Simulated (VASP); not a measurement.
Write the native input for VASP 6.6.1 that does the following.

* Task: single point
* Functional: PBE
* Potentials or basis: VASP PAW PBE potentials, release 64 (Ge_d, Sb, O)
* Cutoff: 520 eV
* k mesh: 6 × 6 × 6
* Occupations: gaussian, width 0.1 eV
* Spin: no spin polarisation
* Dipole correction: no
* Further INCAR settings: ALGO = Normal; EDIFF = 1e-06; NBANDS = 34

The structure of Ge2SbO3 lies in POSCAR:

```
Ge2SbO3
1.0
    2.7290656346      1.5756267771      4.0828298411
   -2.7290656346      1.5756267771      4.0828298411
    0.0000000000     -3.1512535592      4.0828298392
Ge Sb O
2 1 3
Direct
    0.7439601554      0.7439601554      0.7439601554
    0.2560398446      0.2560398446      0.2560398446
    0.0000000000      0.0000000000      0.0000000000
    0.0000000000      0.5000000000      0.0000000000
    0.5000000000      0.0000000000      0.0000000000
    0.0000000000      0.0000000000      0.5000000000
```

The cell was generated, and may not be a known phase.

The input as run:

INCAR

```
PREC = Accurate
ENCUT = 520
EDIFF = 1E-6
ISMEAR = 0
SIGMA = 0.1
LREAL = F
LASPH = T
NELM = 80
ALGO = Normal
ISIF = 2
LWAVE = F
LCHARG = F
GGA = PE
NBANDS = 34
```

KPOINTS

```
Automatic mesh
0
Gamma
  6 6 6
```

Potentials or basis: VASP PAW PBE potentials, release 64 (Ge_d, Sb, O).

Run with:

```bash
$ cat potpaw_PBE.64/Ge_d/POTCAR potpaw_PBE.64/Sb/POTCAR potpaw_PBE.64/O/POTCAR > POTCAR
$ mpirun -np 1 vasp_std > vasp.out
```

Results of the run:

```
Pressure               : 0.0 GPa
Largest force          : 0.032 eV/Å
Band gap on the k mesh : zero (an odd number of electrons rules out a gap without spin polarisation)
```

Caveat: spin-orbit coupling is left out, which moves the levels of the heavy elements; an odd number of electrons without spin polarisation forces a metal; a magnetic or distorted state may lie lower.

Wall time 72 s on 1 thread of Intel(R) Xeon(R) 6975P-C (Granite Rapids), on a shared host, peak memory 0.29 GiB.
